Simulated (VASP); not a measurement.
# SiNi (Pmmn) in VASP: single point with LDA

Aim: the single point of SiNi with LDA.

Program: VASP 6.6.1. These are calculated values, not measurements. Logs are shortened: lines on timing, memory, paths and dates and some standing lists are left out, and cuts for length are marked.

### 1 The cell of the first run

The structure is orthorhombic, space group Pmmn (No. 59). Conventional cell: a = 3.086 Å, b = 3.338 Å, c = 4.790 Å, α = 90.00°, β = 90.00°, γ = 90.00°. Si (site symmetry mm2) has 6 Ni at 2.39 to 2.44 Å and 6 Si at 2.73 to 3.09 Å within 3.2 Å. Ni (site symmetry mm2) has 6 Si at 2.39 to 2.44 Å and 6 Ni at 2.72 to 3.09 Å within 3.2 Å.

### 2 Single point, LDA, collinear spin, ferromagnetic start (volume scaled by 1.06)

File INCAR:

```
PREC     = Accurate       # precision mode
ENCUT    = 520            # plane-wave cutoff, eV
EDIFF    = 1E-6           # SCF threshold, eV
ISMEAR   = -1             # smearing method
SIGMA    = 0.05           # smearing width, eV
LREAL    = False          # projectors in reciprocal space
LASPH    = True           # aspherical terms in the spheres
NELM     = 150            # most SCF steps
ALGO     = Normal         # electronic algorithm
ISIF     = 2              # what is computed and relaxed
LWAVE    = False          # write WAVECAR
LCHARG   = True           # write CHGCAR
ISPIN    = 2              # spin polarisation
MAGMOM   = 0 0 1.5 1.5    # initial moments
LORBIT   = 11             # projections on sites
LMAXMIX  = 4              # l up to which the mixer works
GGA      = CA             # functional
LELF     = True           # ELF
LVHAR    = True         
NBANDS   = 26             # bands
```

File KPOINTS:

```
regular mesh
0
Gamma
  11 10 7
```

File POSCAR:

```
SiNi
1.0
    3.0859805606      0.0000000000      0.0000000000
    0.0000000000      3.3377025742      0.0000000000
    0.0000000000      0.0000000000      4.7898963327
Si Ni
2 2
Direct
    0.5000000000      0.5000000000      0.8423000000
    0.0000000000      0.0000000000      0.1577000000
    0.5000000000      0.5000000000      0.3442200000
    0.0000000000      0.0000000000      0.6557800000
```

Potentials or basis: VASP PAW LDA potentials, release 64 (Si, Ni).

Command:

```console
$ cat potpaw_LDA.64/Si/POTCAR potpaw_LDA.64/Ni/POTCAR > POTCAR
$ mpirun -np 1 vasp_std > vasp.out
```

OUTCAR:

```text
PREC = Accurate
   ENCUT = 520
   EDIFF = 1E-6
   ISMEAR = -1
   LREAL = False
   LASPH = True
   NELM = 150
   ISIF = 2
   ISPIN = 2
   LORBIT = 11
   GGA = CA

 ion  position               nearest neighbor table
   1  0.500  0.500  0.842-   3 2.39   3 2.40   4 2.44   4 2.44   4 2.44   4 2.44   2 2.73   2 2.73
                             2 2.73   2 2.73
   2  0.000  0.000  0.158-   4 2.39   4 2.40   3 2.44   3 2.44   3 2.44   3 2.44   1 2.73   1 2.73
                             1 2.73   1 2.73
   3  0.500  0.500  0.344-   1 2.39   1 2.40   2 2.44   2 2.44   2 2.44   2 2.44   4 2.72   4 2.72
                             4 2.72   4 2.72
   4  0.000  0.000  0.656-   2 2.39   2 2.40   1 2.44   1 2.44   1 2.44   1 2.44   3 2.72   3 2.72
                             3 2.72   3 2.72

  LATTYP: Found a simple orthorhombic cell.
 ALAT       =     3.0859805606
 B/A-ratio  =     1.0815695396
 C/A-ratio  =     1.5521472798

  Lattice vectors:

 A1 = (   3.0859805606,   0.0000000000,   0.0000000000)
 A2 = (   0.0000000000,   3.3377025742,   0.0000000000)
 A3 = (   0.0000000000,   0.0000000000,   4.7898963327)

Analysis of symmetry for initial positions (statically):
=====================================================================
 Subroutine PRICEL returns:
 Original cell was already a primitive cell.

 Routine SETGRP: Setting up the symmetry group for a
 simple orthorhombic supercell.

 Subroutine GETGRP returns: Found  8 space group operations
 (whereof  4 operations were pure point group operations)
 out of a pool of  8 trial point group operations.

The static configuration has the point symmetry C_2v.
 The point group associated with its full space group is D_2h.

Analysis of symmetry for dynamics (positions and initial velocities):
=====================================================================
 Subroutine PRICEL returns:
 Original cell was already a primitive cell.

 Routine SETGRP: Setting up the symmetry group for a
 simple orthorhombic supercell.

 Subroutine GETGRP returns: Found  8 space group operations
 (whereof  4 operations were pure point group operations)
 out of a pool of  8 trial point group operations.

The dynamic configuration has the point symmetry C_2v.
 The point group associated with its full space group is D_2h.

Analysis of structural, dynamic, and magnetic symmetry:
=====================================================================
 Subroutine PRICEL returns:
 Original cell was already a primitive cell.

 Routine SETGRP: Setting up the symmetry group for a
 simple orthorhombic supercell.

 Subroutine GETGRP returns: Found  8 space group operations
 (whereof  4 operations were pure point group operations)
 out of a pool of  8 trial point group operations.

The overall configuration has the point symmetry C_2v.
 The point group associated with its full space group is D_2h.

 Subroutine INISYM returns: Found  8 space group operations
 (whereof  4 operations are pure point group operations),
 and found     1 'primitive' translations

----------------------------------------------------------------------------------------

                                     Primitive cell

  volume of cell :      49.3363

  direct lattice vectors                    reciprocal lattice vectors
     3.085980561  0.000000000  0.000000000     0.324046111  0.000000000  0.000000000
     0.000000000  3.337702574  0.000000000     0.000000000  0.299607283  0.000000000
     0.000000000  0.000000000  4.789896333     0.000000000  0.000000000  0.208772786

  length of vectors
     3.085980561  3.337702574  4.789896333     0.324046111  0.299607283  0.208772786

  position of ions in fractional coordinates (direct lattice)
     0.500000000  0.500000000  0.842300000
     0.000000000  0.000000000  0.157700000
     0.500000000  0.500000000  0.344220000
     0.000000000  0.000000000  0.655780000

  ion indices of the primitive-cell ions
   primitive index   ion index
                 1           1
                 2           2
                 3           3
                 4           4

----------------------------------------------------------------------------------------

 KPOINTS: regular mesh

Automatic generation of k-mesh.
 Grid dimensions read from file:
 generate k-points for:   11   10    7

 Generating k-lattice:

  Cartesian coordinates                     Fractional coordinates (reciprocal lattice)
     0.029458737  0.000000000  0.000000000     0.090909091  0.000000000  0.000000000
     0.000000000  0.029960728  0.000000000     0.000000000  0.100000000  0.000000000
     0.000000000  0.000000000  0.029824684     0.000000000  0.000000000  0.142857143

  Length of vectors
     0.029458737  0.029960728  0.029824684

  Shift w.r.t. Gamma in fractional coordinates (k-lattice)
     0.000000000  0.000000000  0.000000000

 Subroutine IBZKPT returns following result:
 ===========================================

 Found    144 irreducible k-points:

 Following reciprocal coordinates:
            Coordinates               Weight
  0.000000  0.000000  0.000000      1.000000
  0.090909  0.000000  0.000000      2.000000
  0.181818  0.000000  0.000000      2.000000
  0.272727  0.000000  0.000000      2.000000
  0.363636  0.000000  0.000000      2.000000
  0.454545  0.000000  0.000000      2.000000
[... 16 lines left out ...]
  0.363636  0.300000  0.000000      4.000000
  0.454545  0.300000  0.000000      4.000000
 [... further k-points ...]
   k-points           NKPTS =    144   k-points in BZ     NKDIM =    144   number of bands    NBANDS=     26
   number of dos      NEDOS =    301   number of ions     NIONS =      4
   total plane-waves  NPLWV =  24192
   dimension x,y,z NGX =    24 NGY =   28 NGZ =   36
   dimension x,y,z NGXF=    48 NGYF=   56 NGZF=   72
   ions per type =               2   2
   NGX,Y,Z   is equivalent  to a cutoff of  12.93, 13.95, 12.49 a.u.
   NGXF,Y,Z  is equivalent  to a cutoff of  25.86, 27.89, 24.99 a.u.
 SYSTEM =  unknown system
   PREC   = accura    normal or accurate (medium, high low for compatibility)
   ISTART =      0    job   : 0-new  1-cont  2-samecut
   ICHARG =      2    charge: 1-file 2-atom 10-const
   ISPIN  =      2    spin polarized calculation?
   LNONCOLLINEAR =      F non collinear calculations
   LSORBIT =      F    spin-orbit coupling
   LASPH  =      T    aspherical Exc in radial PAW
   ENCUT  =  520.0 eV  38.22 Ry    6.18 a.u.   5.74  6.21  8.91*2*pi/ulx,y,z
   NELM   =    150;   NELMIN=  2; NELMDL= -5     # of ELM steps
   EDIFF  = 0.1E-05   stopping-criterion for ELM
   LREAL  =      F    real-space projection
[... 7 lines left out ...]
   TEBEG  =    0.0;   TEEND  =   0.0 temperature during run
   PSTRESS=    0.0 pullay stress
   NELECT =      28.0000    total number of electrons
   NUPDOWN=      -1.0000    fix difference up-down
   EMIN   =  10.00;   EMAX   =-10.00  energy-range for DOS
   EFERMI =   0.00;   METHOD = LEGACY
   ISMEAR =    -1;   SIGMA  =   0.05  broadening in eV -4-tet -1-fermi 0-gaus
   EFERMI_NEDOS =   21; number of points for ismear=-14 and -15
   IALGO  =     38    algorithm
   IMIX   =      4    mixing-type and parameters
     AMIX     =   0.40;   BMIX     =  1.00
     AMIX_MAG =   1.60;   BMIX_MAG =  1.00
  volume/ion in A,a.u.               =      12.33        83.23
  Fermi-wavevector in a.u.,A,eV,Ry     =   1.355414  2.561360 24.995892  1.837146
  Thomas-Fermi vector in A             =   2.482503
   LORBIT       =     11    0 simple, 1 ext, 2 COOP (PROOUT), +10 PAW based schemes
   GGA     = CA    functional components
   LHFCALC =     F    Hartree Fock is set to
   AEXX    =    0.0000 exact exchange contribution
   IVDW    =     0    specifies the selected vdW correction
   LEPSILON=     F    determine dielectric tensor
   LRPA    =     F    only Hartree local field effects (RPA)
 spin polarized calculation
  energy-cutoff  :      520.00
  volume of cell :       49.34
 maximum number of plane-waves:      1344
 NGX is ok and might be reduce to    24
   NGX = 11   NGY = 13   NGZ = 17

 number of electron      28.0000017 magnetization      -0.0002126

 number of electron      28.0000017 magnetization       0.0000280

 Free energy of the ion-electron system (eV)
  ---------------------------------------------------
  ext. energy  EPLUGINS =         0.00000000
  ---------------------------------------------------
  free energy    TOTEN  =       -26.99520707 eV

  energy without entropy =      -26.98307223  energy(sigma->0) =      -26.98913965

 E-fermi :  10.2126     XC(G=0): -12.3680

 val. band max:       10.2117686470   @ k =   0.3636   0.5000   0.4286
 cond. band min:      10.2132491621   @ k =   0.0909   0.0000   0.0000
 fundamental gap:      0.0014805151
 Fermi energy:        10.2126041240

 spin component 1

 k-point     1 :       0.0000    0.0000    0.0000
  band No.  band energies     occupation
      1      -2.9881      1.00000
      2       2.4907      1.00000
      3       4.2056      1.00000
      4       6.4924      1.00000
      5       6.9680      1.00000
      6       7.4818      1.00000
[... 18 lines left out ...]
     25      23.2630      0.00000
     26      23.3166      0.00000
[... 644 lines left out ...]
      4       5.3938      1.00000
      5       6.4308      1.00000
      6       6.4429      1.00000
[... 18 lines left out ...]
     25      25.4374      0.00000
     26      26.0573      0.00000

 [... further k-points ...]

 spin component 2

 k-point     1 :       0.0000    0.0000    0.0000
  band No.  band energies     occupation
      1      -2.9881      1.00000
      2       2.4907      1.00000
      3       4.2056      1.00000
      4       6.4924      1.00000
      5       6.9680      1.00000
      6       7.4818      1.00000
[... 18 lines left out ...]
     25      23.2630      0.00000
     26      23.3167      0.00000
[... 644 lines left out ...]
      4       5.3938      1.00000
      5       6.4308      1.00000
      6       6.4429      1.00000
[... 18 lines left out ...]
     25      25.4374      0.00000
     26      26.0573      0.00000

 [... further k-points ...]
[... 5 lines left out ...]
  --------------------------------------------------------------------------------------
  -------------------------------------------------------------------------------------
  Total       -4.8649248     -5.3297788     -6.3686826      0.0000000      0.0000000      0.0000000
  in kB     -157.9864293   -173.0823685   -206.8203436      0.0000000      0.0000000      0.0000000
  external PRESSURE =    -179.2963805 kB  Pullay stress =       0.0000000 kB

 VOLUME and BASIS-vectors are now :
 -----------------------------------------------------------------------------
  energy-cutoff  :      520.00
  volume of cell :       49.34
      direct lattice vectors                 reciprocal lattice vectors
     3.085980561  0.000000000  0.000000000     0.324046111  0.000000000  0.000000000
     0.000000000  3.337702574  0.000000000     0.000000000  0.299607283  0.000000000
     0.000000000  0.000000000  4.789896333     0.000000000  0.000000000  0.208772786

 POSITION                                       TOTAL-FORCE (eV/Angst)
 -----------------------------------------------------------------------------------
      1.54299      1.66885      4.03453         0.000000      0.000000     -0.273362
      0.00000      0.00000      0.75537         0.000000      0.000000      0.273362
      1.54299      1.66885      1.64878         0.000000      0.000000     -0.283006
      0.00000      0.00000      3.14112         0.000000      0.000000      0.283006
 -----------------------------------------------------------------------------------
    total drift:                                0.000000      0.000000      0.000000

  FREE ENERGIE OF THE ION-ELECTRON SYSTEM (eV)
  ---------------------------------------------------
  free  energy   TOTEN  =       -26.9952070730 eV

  energy  without entropy=      -26.9830722286  energy(sigma->0) =      -26.98913965

 total charge

# of ion       s       p       d       tot
------------------------------------------
    1        0.760   0.819   0.000   1.579
    2        0.760   0.819   0.000   1.579
    3        0.453   0.538   8.451   9.442
    4        0.453   0.538   8.451   9.442
--------------------------------------------------
tot          2.427   2.714  16.901  22.042

 magnetization (x)

# of ion       s       p       d       tot
------------------------------------------
    1       -0.000   0.000   0.000   0.000
    2       -0.000   0.000   0.000   0.000
    3       -0.000   0.000   0.000   0.000
    4       -0.000   0.000   0.000   0.000
--------------------------------------------------
tot         -0.000   0.000   0.000   0.000
```

It took 4.6 min on 1 thread of Oxide Virtual Turin-like, shared host; peak memory 0.31 GiB.

What came out:

| Quantity | Value |
| --- | --- |
| Free energy | -26.9952 eV |
| Pressure | -17.9 GPa |
| Largest force | 0.283 eV/Å |
| Band gap on the k mesh | zero (filled and empty bands overlap) |
| Net moment | 0.00 μB per cell |
| Valence electrons inside the program's atomic spheres | Si 1.58; Ni 9.44 |

Forces in eV/Å, atoms in the order of the input:
```
Si   0.000  0.000 -0.273
Si   0.000  0.000  0.273
Ni   0.000  0.000 -0.283
Ni   0.000  0.000  0.283
```

Stress tensor (GPa, compression positive):
```
-15.80   0.00   0.00
  0.00 -17.31   0.00
  0.00   0.00 -20.68
```

Caveat: the starting moments collapsed, and a magnetic state may lie lower.
